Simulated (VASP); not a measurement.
# AlCu3 (Fm-3m) in VASP: further runs, part 2 of 2

VASP 6.6.1.

## 3. Single point, PBEsol (11.27 Å³/atom)

This run uses another cell than the first one, of 11.27 Å³/atom.

INCAR

```
SYSTEM = AlCu3
ALGO     = Fast           ! electronic algorithm
EDIFF    = 1E-6           ! SCF threshold, eV
ENCUT    = 520            ! plane-wave cutoff, eV
GGA      = PS             ! functional
ISIF     = 2              ! what is computed and relaxed
ISMEAR   = 0              ! smearing method
LASPH    = .TRUE.         ! aspherical terms in the spheres
LCHARG   = .FALSE.        ! write CHGCAR
LREAL    = .FALSE.        ! projectors in reciprocal space
LWAVE    = .FALSE.        ! write WAVECAR
NBANDS   = 26             ! bands
NELM     = 60             ! most SCF steps
PREC     = Accurate       ! precision mode
SIGMA    = 0.1            ! smearing width, eV
```

KPOINTS

```
k-points
0
G
  12 12 12
  0 0 0
```

POSCAR

```
AlCu3
1.0
    0.0000000000      2.8246076243      2.8246076243
    2.8246076243      0.0000000000      2.8246076243
    2.8246076243      2.8246076243      0.0000000000
Al Cu
1 3
Direct
    0.0000000000      0.0000000000      0.0000000000
    0.5000000000      0.5000000000      0.5000000000
    0.2500000000      0.2500000000      0.2500000000
    0.7500000000      0.7500000000      0.7500000000
```

Potentials or basis: VASP PAW PBE potentials, release 64 (Al, Cu).

The run is started by

```console
> cat potpaw_PBE.64/Al/POTCAR potpaw_PBE.64/Cu/POTCAR > POTCAR
> mpirun -np 1 vasp_std > vasp.out
```

It took 3 min on 1 thread of Intel Xeon 8259CL, shared host; peak memory 0.21 GiB.

Results (log left out):

- Free energy: -17.6286 eV
- Pressure: 11.3 GPa
- Band gap on the k mesh: zero (bands 18 and 19 overlap by 6.02 eV)

Levels at points of the mesh, in eV from the Fermi level:
```csv
k point,band 14,band 15,band 16,band 17,band 18,band 19,band 20,band 21,band 22,band 23
"(0.00, 0.00, 0.00)",-2.73,-2.61,-2.61,3.85,3.85,3.85,4.40,4.40,4.40,5.74
"(0.50, 0.00, 0.00)",-2.73,-2.56,-2.56,-2.25,2.72,2.72,3.12,3.12,3.99,5.98
"(0.50, 0.50, 0.00)",-2.46,-2.46,-2.41,-2.35,-2.35,-2.18,2.18,2.66,11.29,11.29
```

Caveat: the cell stands under pressure; the PAW data sets were made with another functional, which shifts forces and pressure a little.

## 4. Single point, PBEsol (11.63 Å³/atom)

This run uses another cell than the first one, of 11.63 Å³/atom.

INCAR

```
  PREC = Accurate
  ENCUT = 520
  EDIFF = 1E-6
  ISMEAR = 0
  SIGMA = 0.1
  LREAL = False
  LASPH = True
  NELM = 100
  ALGO = Fast
  ISIF = 2
  LWAVE = False
  LCHARG = True
  GGA = PS
  LELF = True
  LVHAR = True
  NBANDS = 26
```

KPOINTS

```
regular mesh
0
Gamma
  12 12 12
```

POSCAR

```
AlCu3
1.0
    0.0000000000      2.8543425212      2.8543425212
    2.8543425212      0.0000000000      2.8543425212
    2.8543425212      2.8543425212      0.0000000000
Al Cu
1 3
Direct
    0.0000000000      0.0000000000      0.0000000000
    0.5000000000      0.5000000000      0.5000000000
    0.2500000000      0.2500000000      0.2500000000
    0.7500000000      0.7500000000      0.7500000000
```

The run is started by

```console
> cat potpaw_PBE.64/Al/POTCAR potpaw_PBE.64/Cu/POTCAR > POTCAR
> mpirun -np 1 vasp_std > vasp.out
```

It took 3.3 min on 1 thread of Intel Xeon 8259CL, shared host; peak memory 0.21 GiB.

It converged, with:

- Free energy: -17.7044 eV
- Pressure: 5.5 GPa
- Band gap on the k mesh: zero (bands 18 and 19 overlap by 5.95 eV)

Levels at points of the mesh, in eV from the Fermi level:
```tsv
k point	band 14	band 15	band 16	band 17	band 18	band 19	band 20	band 21	band 22	band 23
(0.00, 0.00, 0.00)	-2.66	-2.54	-2.54	3.81	3.81	3.81	4.29	4.29	4.29	5.46
(0.50, 0.00, 0.00)	-2.66	-2.50	-2.50	-2.20	2.71	2.71	3.03	3.03	3.82	5.78
(0.50, 0.50, 0.00)	-2.40	-2.40	-2.35	-2.25	-2.25	-2.14	2.09	2.52	11.11	11.11
```

Caveat: the cell stands under pressure; the PAW data sets were made with another functional, which shifts forces and pressure a little.

## 5. Single point, PBEsol

This run uses another cell than the first one, of 12.04 Å³/atom.

INCAR

```
PREC = Accurate ; ENCUT = 520
EDIFF = 1E-6 ; ISMEAR = 0
SIGMA = 0.1 ; LREAL = F
LASPH = T ; NELM = 60
ALGO = Fast ; ISIF = 2
LWAVE = F ; LCHARG = F
GGA = PS ; NBANDS = 26
```

KPOINTS is that of step 4.

POSCAR

```
AlCu3
1.0
    0.0000000000      2.8880109880      2.8880109880
    2.8880109880      0.0000000000      2.8880109880
    2.8880109880      2.8880109880      0.0000000000
Al Cu
1 3
Direct
    0.0000000000      0.0000000000      0.0000000000
    0.5000000000      0.5000000000      0.5000000000
    0.2500000000      0.2500000000      0.2500000000
    0.7500000000      0.7500000000      0.7500000000
```

Potentials or basis: VASP PAW PBE potentials, release 64 (Al, Cu).

The run is started by

```console
> cat potpaw_PBE.64/Al/POTCAR potpaw_PBE.64/Cu/POTCAR > POTCAR
> mpirun -np 1 vasp_std > vasp.out
```

OUTCAR:

```text
PREC = Accurate
   ENCUT = 520
   EDIFF = 1E-6
   ISMEAR = 0
   LREAL = F
   LASPH = T
   NELM = 60
   ISIF = 2
   GGA = PS

 ion  position               nearest neighbor table
   1  0.000  0.000  0.000-   4 2.50   4 2.50   4 2.50   3 2.50   4 2.50   3 2.50   3 2.50   3 2.50
                             2 2.89   2 2.89   2 2.89   2 2.89   2 2.89   2 2.89
   2  0.500  0.500  0.500-   3 2.50   3 2.50   3 2.50   3 2.50   4 2.50   4 2.50   4 2.50   4 2.50
                             1 2.89   1 2.89   1 2.89   1 2.89   1 2.89   1 2.89
[... 902 lines left out ...]
  -------------------------------------------------------------------------------------
  Total       -0.0209806     -0.0209806     -0.0209806     -0.0000000     -0.0000000      0.0000000
  in kB       -0.6977526     -0.6977526     -0.6977526     -0.0000000     -0.0000000      0.0000000
  external PRESSURE =      -0.6977526 kB  Pullay stress =       0.0000000 kB

 VOLUME and BASIS-vectors are now :
 -----------------------------------------------------------------------------
  energy-cutoff  :      520.00
  volume of cell :       48.18
      direct lattice vectors                 reciprocal lattice vectors
     0.000000000  2.888010988  2.888010988    -0.173129535  0.173129535  0.173129535
     2.888010988  0.000000000  2.888010988     0.173129535 -0.173129535  0.173129535
     2.888010988  2.888010988  0.000000000     0.173129535  0.173129535 -0.173129535

 POSITION                                       TOTAL-FORCE (eV/Angst)
 -----------------------------------------------------------------------------------
      0.00000      0.00000      0.00000        -0.000000      0.000000      0.000000
      2.88801      2.88801      2.88801        -0.000000      0.000000      0.000000
      1.44401      1.44401      1.44401         0.000000     -0.000000     -0.000000
      4.33202      4.33202      4.33202         0.000000      0.000000     -0.000000
 -----------------------------------------------------------------------------------
    total drift:                                0.000000     -0.000000      0.000000

  FREE ENERGIE OF THE ION-ELECTRON SYSTEM (eV)
  ---------------------------------------------------
  free  energy   TOTEN  =       -17.7318776091 eV

  energy  without entropy=      -17.7270054289  energy(sigma->0) =      -17.72944152
```

OSZICAR:

```text
N       E                     dE             d eps       ncg     rms          rms(c)
DAV:   1     0.247948308427E+03    0.24795E+03   -0.15563E+04  3880   0.217E+03
DAV:   2    -0.365882075217E+01   -0.25161E+03   -0.24038E+03  3744   0.350E+02
DAV:   3    -0.218861160417E+02   -0.18227E+02   -0.17218E+02  4308   0.133E+02
DAV:   4    -0.223010880709E+02   -0.41497E+00   -0.41363E+00  5546   0.228E+01
DAV:   5    -0.223072513023E+02   -0.61632E-02   -0.61625E-02  5760   0.229E+00    0.175E+01
RMM:   6    -0.206775423016E+02    0.16297E+01   -0.45735E+01  4234   0.103E+02    0.119E+01
RMM:   7    -0.177324686361E+02    0.29451E+01   -0.10960E+01  4057   0.533E+01    0.158E+00
RMM:   8    -0.177304944572E+02    0.19742E-02   -0.22256E-01  4549   0.653E+00    0.599E-01
RMM:   9    -0.177323365828E+02   -0.18421E-02   -0.82191E-02  4461   0.256E+00    0.418E-01
RMM:  10    -0.177308843769E+02    0.14522E-02   -0.23065E-02  4444   0.193E+00    0.114E-01
RMM:  11    -0.177317420366E+02   -0.85766E-03   -0.94508E-03  4934   0.826E-01    0.829E-02
RMM:  12    -0.177318143818E+02   -0.72345E-04   -0.17393E-03  5016   0.385E-01    0.327E-02
RMM:  13    -0.177318719704E+02   -0.57589E-04   -0.64485E-04  5471   0.190E-01    0.214E-02
RMM:  14    -0.177318841995E+02   -0.12229E-04   -0.63021E-05  4612   0.985E-02    0.238E-02
RMM:  15    -0.177318758872E+02    0.83123E-05   -0.37524E-05  4347   0.857E-02    0.242E-03
RMM:  16    -0.177318773265E+02   -0.14393E-05   -0.13753E-05  4376   0.261E-02    0.413E-03
RMM:  17    -0.177318776091E+02   -0.28266E-06   -0.21793E-06  2635   0.194E-02
   1 F= -.17731878E+02 E0= -.17729442E+02  d E =-.487218E-02
```

It took 3.5 min on 1 thread of Intel Xeon 8259CL, shared host; peak memory 0.22 GiB.

What came out:

```yaml
Free_energy: -17.7319 eV
Pressure: -0.1 GPa
Band_gap_on_the_k_mesh: zero (bands 18 and 19 overlap by 5.86 eV)
```

Caveat: the PAW data sets were made with another functional, which shifts forces and pressure a little.

## 6. The runs side by side

```tsv
cell	gap on the mesh (eV)	pressure (GPa)
a = 3.952 Å, angles 60.0°, 4 atoms	none	18.5
a = 3.995 Å, angles 60.0°, 4 atoms	none	11.3
a = 4.037 Å, angles 60.0°, 4 atoms	none	5.5
a = 4.084 Å, angles 60.0°, 4 atoms	none	-0.1
```

Alike in all rows: task single point; level PBEsol; potentials or basis VASP PAW PBE potentials, release 64 (Al, Cu); no spin polarisation; k mesh 12 × 12 × 12; cutoff (eV) 520; smearing gaussian 0.1 eV.

Caveats: the PAW data sets were made with another functional, which shifts forces and pressure a little; the cell stands under pressure (at least some runs).

Total energies depend on the potentials used, so only differences within one code and one set of settings carry meaning.
